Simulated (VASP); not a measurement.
Input of a VASP 6.6.1 run:

INCAR

```
  PREC = Accurate
  ENCUT = 520
  EDIFF = 1E-6
  ISMEAR = 1
  SIGMA = 0.0951
  LREAL = Auto
  LASPH = True
  NELM = 60
  ALGO = Normal
  ISIF = 2
  LWAVE = False
  LCHARG = True
  GGA = PE
  LELF = True
  LVHAR = True
  NBANDS = 44
```

File KPOINTS:

```
regular mesh
0
Gamma
  2 2 2
```

Contents of POSCAR:

```
Be7Te8
1.0
    0.0000000000      5.5810420000      5.5810420000
    5.5810420000      0.0000000000      5.5810420000
    5.5810420000      5.5810420000      0.0000000000
Be Te
7 8
Direct
    0.0032012839     -0.0277717853      0.0318751409
    0.0010678114      0.5285356211     -0.0150341997
   -0.0663208591      0.3173669899      0.4418774308
    0.4922963310      0.0214761867     -0.0117858816
    0.5347140373     -0.0251486192      0.5011113516
    0.5067951469      0.4855148913      0.0088410014
    0.4880043906      0.5321825208      0.4986950466
    0.1174257424      0.1544471445      0.1087927667
    0.1534237693      0.0347857085      0.6518984269
    0.1300611069      0.5886023614      0.1678633667
    0.1212477885      0.7130206151      0.6182533656
    0.6325723763      0.1124687827      0.1309759002
    0.6165777824      0.1583852084      0.6121042450
    0.6186311624      0.6441832009      0.1164084592
    0.6676010501      0.5915301300      0.6327702784
```

Potentials or basis: VASP PAW PBE potentials, release 64 (Be, Te).

Launch:

```console
$ cat potpaw_PBE.64/Be/POTCAR potpaw_PBE.64/Te/POTCAR > POTCAR
$ mpirun -np 1 vasp_std > vasp.out
```

**Question.** Predict the pressure.

**Answer.** 1.4 GPa.

**Question.** What does it give for the largest force?

**Answer.** 0.025 eV/Å.

**Question.** Estimate the band gap on the k mesh.

**Answer.** 0.74 eV.

Forces on the atoms (eV/Å):
```
Be  -0.002  0.001  0.006
Be   0.004  0.002 -0.001
Be  -0.001  0.003  0.004
Be  -0.001 -0.015 -0.002
Be   0.007  0.001  0.000
Be   0.009 -0.004  0.005
Be   0.001  0.001  0.004
Te   0.005  0.017 -0.012
Te   0.009 -0.011  0.012
Te   0.001  0.003  0.001
Te  -0.009 -0.020 -0.011
Te  -0.002  0.002 -0.004
Te  -0.017  0.009 -0.008
Te   0.001  0.004  0.001
Te  -0.004  0.007  0.004
```

Caveat: the k points lie up to 0.49 Å⁻¹ apart; spin-orbit coupling is left out, which moves the levels of the heavy elements.
